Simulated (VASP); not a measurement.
# Cu in VASP: relaxation of the atoms with PBEsol

Aim: the relaxation of the atoms of Cu with PBEsol.

All numbers are computed with VASP 6.6.1; they aren't measurements. Logs are shortened: lines on timing, memory, paths and dates and some standing lists are left out, and cuts for length are marked.

## 1. The cell of the first run

The cell holds a slab with vacuum, 7 atoms: a = 2.556 Å, b = 2.556 Å, c = 27.845 Å, α = 90.00°, β = 90.00°, γ = 90.00°.

## 2. Relaxation of the atoms, PBEsol

INCAR

```
SYSTEM = Cu
PREC = Accurate
ENCUT = 520
EDIFF = 1E-6
ISMEAR = 0
SIGMA = 0.1
LREAL = .FALSE.
LASPH = .TRUE.
NELM = 60
ALGO = Fast
ISIF = 2
LWAVE = .FALSE.
LCHARG = .FALSE.
LDIPOL = .TRUE.
IDIPOL = 3
DIPOL = 0.5 0.5 0.500
GGA = PS
IBRION = 2
NSW = 60
EDIFFG = -0.04
```

KPOINTS

```
Automatic mesh
0
G
  10 10 1
  0 0 0
```

POSCAR

```
Cu
1.0
    2.5561910100      0.0000000000      0.0000000000
    0.0000000000      2.5561910100      0.0000000000
    0.0000000000      0.0000000000     27.8450000288
Cu
7
Selective dynamics
Direct
    0.5000000000      0.5000000000      0.3052612674  F F F
    0.0000000000      0.0000000000      0.3701741817  F F F
    0.5000000000      0.5000000000      0.4350870857  F F F
    0.0000000000      0.0000000000      0.5000000000  T T T
    0.5000000000      0.5000000000      0.5649129143  T T T
    0.0000000000      0.0000000000      0.6298258183  T T T
    0.5000000000      0.5000000000      0.6947387326  T T T
```

Potentials or basis: VASP PAW PBE potentials, release 64 (Cu).

On the command line:

```bash
> cat potpaw_PBE.64/Cu/POTCAR > POTCAR
> mpirun -np 1 vasp_std > vasp.out
```

OUTCAR:

```text
SYSTEM = Cu
   PREC = Accurate
   ENCUT = 520
   EDIFF = 1E-6
   ISMEAR = 0
   LREAL = .FALSE.
   LASPH = .TRUE.
   NELM = 60
   ISIF = 2
   GGA = PS
   IBRION = 2
   NSW = 60
   EDIFFG = -0.04

 ion  position               nearest neighbor table
   1  0.500  0.500  0.305-   2 2.56   2 2.56   2 2.56   2 2.56
   2  0.000  0.000  0.370-   3 2.56   3 2.56   3 2.56   3 2.56   1 2.56   1 2.56   1 2.56   1 2.56

   3  0.500  0.500  0.435-   2 2.56   2 2.56   2 2.56   2 2.56   4 2.56   4 2.56   4 2.56   4 2.56

   4  0.000  0.000  0.500-   3 2.56   5 2.56   3 2.56   5 2.56   3 2.56   5 2.56   3 2.56   5 2.56

   5  0.500  0.500  0.565-   6 2.56   6 2.56   6 2.56   6 2.56   4 2.56   4 2.56   4 2.56   4 2.56

   6  0.000  0.000  0.630-   5 2.56   5 2.56   5 2.56   5 2.56   7 2.56   7 2.56   7 2.56   7 2.56

   7  0.500  0.500  0.695-   6 2.56   6 2.56   6 2.56   6 2.56

  LATTYP: Found a simple tetragonal cell.
 ALAT       =     2.5561910100
 C/A-ratio  =    10.8931609257

  Lattice vectors:

 A1 = (   2.5561910100,   0.0000000000,   0.0000000000)
 A2 = (   0.0000000000,   2.5561910100,   0.0000000000)
 A3 = (   0.0000000000,   0.0000000000,  27.8450000288)

Analysis of symmetry for initial positions (statically):
=====================================================================
 Subroutine PRICEL returns:
 Original cell was already a primitive cell.

 Routine SETGRP: Setting up the symmetry group for a
 simple tetragonal supercell.

 Subroutine GETGRP returns: Found 16 space group operations
 (whereof 16 operations were pure point group operations)
 out of a pool of 16 trial point group operations.

The static configuration has the point symmetry D_4h.

Analysis of symmetry for dynamics (positions and initial velocities):
=====================================================================
 Subroutine PRICEL returns:
 Original cell was already a primitive cell.

 Routine SETGRP: Setting up the symmetry group for a
 simple tetragonal supercell.

 Subroutine GETGRP returns: Found 16 space group operations
 (whereof 16 operations were pure point group operations)
 out of a pool of 16 trial point group operations.

The dynamic configuration has the point symmetry D_4h.

Analysis of constrained symmetry for selective dynamics:
=====================================================================
 Subroutine PRICEL returns:
 Original cell was already a primitive cell.

 Routine SETGRP: Setting up the symmetry group for a
 simple tetragonal supercell.

 Subroutine GETGRP returns: Found  8 space group operations
 (whereof  8 operations were pure point group operations)
 out of a pool of 16 trial point group operations.

The constrained configuration has the point symmetry C_4v.

 Subroutine INISYM returns: Found  8 space group operations
 (whereof  8 operations are pure point group operations),
 and found     1 'primitive' translations

----------------------------------------------------------------------------------------

                                     Primitive cell

  volume of cell :     181.9424

  direct lattice vectors                    reciprocal lattice vectors
     2.556191010  0.000000000  0.000000000     0.391207072  0.000000000  0.000000000
     0.000000000  2.556191010  0.000000000     0.000000000  0.391207072  0.000000000
     0.000000000  0.000000000 27.845000029     0.000000000  0.000000000  0.035913090

  length of vectors
     2.556191010  2.556191010 27.845000029     0.391207072  0.391207072  0.035913090

  position of ions in fractional coordinates (direct lattice)
     0.500000000  0.500000000  0.305261267
[... 83 lines left out ...]
   NELM   =     60;   NELMIN=  2; NELMDL= -5     # of ELM steps
   EDIFF  = 0.1E-05   stopping-criterion for ELM
   LREAL  =      F    real-space projection
   EDIFFG = -.4E-01   stopping-criterion for IOM
   NSW    =     60    number of steps for IOM
   IBRION =      2    ionic relax: 0-MD 1-quasi-New 2-CG
   NFREE  =      1    steps in history (QN), initial steepest desc. (CG)
   ISIF   =      2    stress and relaxation
   ISYM   =      2    0-nonsym 1-usesym 2-fastsym
   POTIM  = 0.5000    time-step for ionic-motion
   TEBEG  =    0.0;   TEEND  =   0.0 temperature during run
   PSTRESS=    0.0 pullay stress
   NELECT =      77.0000    total number of electrons
   NUPDOWN=      -1.0000    fix difference up-down
   EMIN   =  10.00;   EMAX   =-10.00  energy-range for DOS
   EFERMI =   0.00;   METHOD = LEGACY
   ISMEAR =     0;   SIGMA  =   0.10  broadening in eV -4-tet -1-fermi 0-gaus
   EFERMI_NEDOS =   21; number of points for ismear=-14 and -15
   IALGO  =     68    algorithm
   IMIX   =      4    mixing-type and parameters
     AMIX     =   0.40;   BMIX     =  1.00
     AMIX_MAG =   1.60;   BMIX_MAG =  1.00
  volume/ion in A,a.u.               =      25.99       175.40
  Fermi-wavevector in a.u.,A,eV,Ry     =   1.229119  2.322697 20.554764  1.510733
  Thomas-Fermi vector in A             =   2.364018
   LORBIT       =      0    0 simple, 1 ext, 2 COOP (PROOUT), +10 PAW based schemes
   GGA     = PS    functional components
   LHFCALC =     F    Hartree Fock is set to
   AEXX    =    0.0000 exact exchange contribution
   IVDW    =     0    specifies the selected vdW correction
   LEPSILON=     F    determine dielectric tensor
   LRPA    =     F    only Hartree local field effects (RPA)
 conjugate gradient relaxation of ions
 non-spin polarized calculation
 RMM-DIIS sequential band-by-band and
 Gauss-broadening in eV      SIGMA  =   0.10
  energy-cutoff  :      520.00
  volume of cell :      181.94
 maximum number of plane-waves:      4934
 NGX is ok and might be reduce to    20
   NGX =  9   NGY =  9   NGZ =103

--------------------------------------- Ionic step        1  -------------------------------------------

 number of electron      76.9999868 magnetization

 Free energy of the ion-electron system (eV)
  ---------------------------------------------------
  ext. energy  EPLUGINS =         0.00000000
  ---------------------------------------------------
  free energy    TOTEN  =       -28.61444544 eV

  energy without entropy =      -28.59895141  energy(sigma->0) =      -28.60669842

------------------------ aborting loop because EDIFF is reached ----------------------------------------

  FORCE on cell =-STRESS in cart. coord.  units (eV):
  Direction    XX          YY          ZZ          XY          YZ          ZX
  --------------------------------------------------------------------------------------
  -------------------------------------------------------------------------------------
  Total       -4.5443761     -4.5443761     -3.3126995      0.0000000      0.0000000      0.0000000
  in kB      -40.0175984    -40.0175984    -29.1715023      0.0000000      0.0000000      0.0000000
  external PRESSURE =     -36.4022330 kB  Pullay stress =       0.0000000 kB
[... 71 lines left out ...]
 number of electron      76.9999894 magnetization

------------------------ aborting loop because EDIFF is reached ----------------------------------------

 vacuum level on the upper side and lower side of the slab       (xc-potential included)        -0.022         0.006

  FORCE on cell =-STRESS in cart. coord.  units (eV):
  Direction    XX          YY          ZZ          XY          YZ          ZX
  --------------------------------------------------------------------------------------
  -------------------------------------------------------------------------------------
  Total       -4.1685437     -4.1685437     -2.8636303      0.0000000      0.0000000      0.0000000
  in kB      -36.7080326    -36.7080326    -25.2170166      0.0000000      0.0000000      0.0000000
  external PRESSURE =     -32.8776939 kB  Pullay stress =       0.0000000 kB
[... 22 lines left out ...]
  FREE ENERGIE OF THE ION-ELECTRON SYSTEM (eV)
  ---------------------------------------------------
  free  energy   TOTEN  =       -28.6319877297 eV

  energy  without entropy=      -28.6166822953  energy(sigma->0) =      -28.62433501

[... ionic steps 4 to 8 ...]

--------------------------------------- Ionic step        9  -------------------------------------------

 number of electron      76.9999850 magnetization

------------------------ aborting loop because EDIFF is reached ----------------------------------------
[... 30 lines left out ...]
  FREE ENERGIE OF THE ION-ELECTRON SYSTEM (eV)
  ---------------------------------------------------
  free  energy   TOTEN  =       -28.6584429203 eV

  energy  without entropy=      -28.6454676262  energy(sigma->0) =      -28.65195527

 dipolmoment           0.000000      0.000000      0.003551 electrons x Angstroem

--------------------------------------- Ionic step       10  -------------------------------------------

 number of electron      76.9999882 magnetization

------------------------ aborting loop because EDIFF is reached ----------------------------------------
[... 36 lines left out ...]
--------------------------------------- Ionic step       11  -------------------------------------------

 number of electron      76.9999870 magnetization

 dipolmoment           0.000000      0.000000     -0.000795 electrons x Angstroem

 Free energy of the ion-electron system (eV)
  ---------------------------------------------------
  ext. energy  EPLUGINS =         0.00000000
  ---------------------------------------------------
  free energy    TOTEN  =       -28.66033204 eV

  energy without entropy =      -28.64734717  energy(sigma->0) =      -28.65383961

 E-fermi :   0.8185     XC(G=0):  -6.4704

 val. band max:        0.7932517197   @ k =   0.2000   0.2000   0.0000
 cond. band min:       0.8244680602   @ k =   0.5000   0.0000   0.0000
 fundamental gap:      0.0312163404
 Fermi energy:         0.8184512501

 k-point     1 :       0.0000    0.0000    0.0000
  band No.  band energies     occupation
      1      -8.4515      2.00000
      2      -7.7552      2.00000
      3      -6.7311      2.00000
      4      -5.4466      2.00000
      5      -4.3935      2.00000
      6      -4.0517      2.00000
[... 1018 lines left out ...]
     45       8.0539      0.00000
     46       8.3188      0.00000

------------------------ aborting loop because EDIFF is reached ----------------------------------------

 vacuum level on the upper side and lower side of the slab       (xc-potential included)        -0.023        -0.001

  FORCE on cell =-STRESS in cart. coord.  units (eV):
  Direction    XX          YY          ZZ          XY          YZ          ZX
  --------------------------------------------------------------------------------------
  -------------------------------------------------------------------------------------
  Total       -3.1242828     -3.1242828     -1.3606592      0.0000000     -0.0000000     -0.0000000
  in kB      -27.5123122    -27.5123122    -11.9819115      0.0000000     -0.0000000     -0.0000000
  external PRESSURE =     -22.3355120 kB  Pullay stress =       0.0000000 kB
[... 22 lines left out ...]
  FREE ENERGIE OF THE ION-ELECTRON SYSTEM (eV)
  ---------------------------------------------------
  free  energy   TOTEN  =       -28.6603320449 eV

  energy  without entropy=      -28.6473471700  energy(sigma->0) =      -28.65383961

 reached required accuracy - stopping structural energy minimisation

 vacuum level on the upper side and lower side of the slab         5.478         5.500
```

Run time: 34 min. Hardware: 1 thread of Oxide Virtual Turin-like, shared host; peak memory 0.32 GiB.

Results:

```yaml
Free_energy: -28.6603 eV
Energy_gained_by_relaxing: 6.6 meV/atom
Ionic_steps: 11
Band_gap_on_the_k_mesh: zero (an odd number of electrons rules out a gap without spin polarisation)
```

Step by step:
| step | energy change (eV) | largest force on free atoms (eV/Å) | pressure (GPa) |
| --- | --- | --- | --- |
| 1 | 0.0000 | 0.4357 | -3.64 |
| 2 | -0.0096 | 0.3373 | -3.55 |
| 3 | -0.0175 | 0.2264 | -3.29 |
| 4 | -0.0214 | 0.1960 | -3.23 |
| 5 | -0.0260 | 0.2159 | -2.95 |
| 6 | -0.0299 | 0.1866 | -2.87 |
| 7 | -0.0336 | 0.2197 | -2.69 |
| 8 | -0.0378 | 0.2031 | -2.58 |
| 9 | -0.0440 | 0.1351 | -2.24 |
| 10 | -0.0452 | 0.0946 | -2.23 |
| 11 | -0.0459 | 0.0186 | -2.23 |

Final structure:
```
CELL_PARAMETERS angstrom
2.55619 0.00000 0.00000
0.00000 2.55619 0.00000
0.00000 0.00000 27.84500
ATOMIC_POSITIONS crystal
Cu 0.50000 0.50000 0.30526
Cu 0.00000 0.00000 0.37017
Cu 0.50000 0.50000 0.43509
Cu 0.00000 0.00000 0.49807
Cu 0.50000 0.50000 0.56118
Cu 0.00000 0.00000 0.62431
Cu 0.50000 0.50000 0.68521
```

Caveat: the PAW data sets were made with another functional, which shifts forces and pressure a little.
